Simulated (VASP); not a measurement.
Wanted: the native input for a VASP 6.6.1 run.

| Item | Value |
| --- | --- |
| Task | single point |
| Functional | PBE |
| Potentials or basis | VASP PAW PBE potentials, release 64 (B, N) |
| Cutoff | 520 eV |
| k mesh | 12 × 12 × 6 |
| Occupations | gaussian, width 0.05 eV |
| Spin | no spin polarisation |
| Dipole correction | no |
| Further INCAR settings | ALGO = Normal; EDIFF = 1e-07; NBANDS = 16 |

The structure of BN lies in POSCAR:

```
BN
1.0
    2.5539396017      0.0000000000      0.0000000000
   -1.2769698009      2.2117765748      0.0000000000
    0.0000000000      0.0000000000      4.2268550000
B N
2 2
Direct
    0.5953506808      0.2811264083      0.9724058039
    0.2620173475      0.6144597416      0.4724058039
    0.6666666667      0.3333333333      0.6252760000
    0.3333333333      0.6666666667      0.1252760000
```

This cell differs from its parent crystal: all B atoms moved -0.200 Å, as atom 1 along Cartesian [1 1 1].

These files were run (other wordings do the same):

INCAR

```
PREC = Accurate
ENCUT = 520
EDIFF = 1E-7
ISMEAR = 0
SIGMA = 0.05
LREAL = False
LASPH = True
NELM = 100
ALGO = Normal
ISIF = 2
LWAVE = False
LCHARG = False
GGA = PE
NBANDS = 16
```

KPOINTS

```
regular mesh
0
Gamma
  12 12 6
```

Potentials or basis: VASP PAW PBE potentials, release 64 (B, N).

The run is started by

```console
$ cat potpaw_PBE.64/B/POTCAR potpaw_PBE.64/N/POTCAR > POTCAR
$ mpirun -np 1 vasp_std > vasp.out
```

It gave:

The pressure is 8.9 GPa. The largest force is 4.185 eV/Å and the band gap on the k mesh is 2.84 eV, indirect (least direct gap 6.50 eV).

Caveat: the cell differs from its parent crystal (all B atoms moved -0.200 Å, as atom 1 along Cartesian [1 1 1]); forces of over 1 eV/Å act on the atoms, so gaps and moduli don't describe the material at rest.

It took 4.4 min on 1 thread of AMD EPYC 7R13, on a shared host, peak memory 0.21 GiB.
